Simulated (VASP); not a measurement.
# Hf: electric field gradients with PBE

Hf:

```
Hf
1.0
     0.00000    2.22000    2.22000
     2.22000    0.00000    2.22000
     2.22000    2.22000    0.00000
Hf
1
Direct
  0.00000 0.00000 0.00000
```

```json
{"Program": "VASP 6.6.1", "Task": "electric field gradients", "Functional": "PBE", "Potentials or basis": "VASP PAW PBE potentials, release 64 (Hf_pv)", "Cutoff": "520 eV", "k mesh": "12 × 12 × 12", "Occupations": "fermi-dirac, width 0.03 eV", "Spin": "no spin polarisation", "Dipole correction": "no", "Further INCAR settings": "ALGO = Normal; EDIFF = 1e-08; NBANDS = 11"}
```

- Pressure: 2.6 GPa
- Band gap on the k mesh: zero (band 5 reaches 6.31 eV, above the bottom of band 6 at 4.50 eV)

Levels at points of the mesh, in eV from the Fermi level:
```tsv
k point	band 2	band 3	band 4	band 5	band 6	band 7	band 8	band 9
(0.00, 0.00, 0.00)	-29.95	-29.95	-7.30	1.40	1.40	1.40	4.27	4.27
(0.50, 0.00, 0.00)	-30.06	-30.06	-3.71	0.64	1.17	1.17	6.45	6.45
(0.50, 0.50, 0.00)	-30.26	-30.26	-3.36	-2.22	2.62	6.46	7.09	7.09
```

Run time: 17 s on 1 thread of Intel Xeon 8259CL, with other jobs on the host, peak memory 0.15 GiB.

Caveat: without QUAD_EFG the Cq values of the log hold for a quadrupole moment of 1 mb, not for the nuclei; spin-orbit coupling is left out, which moves the levels of the heavy elements.
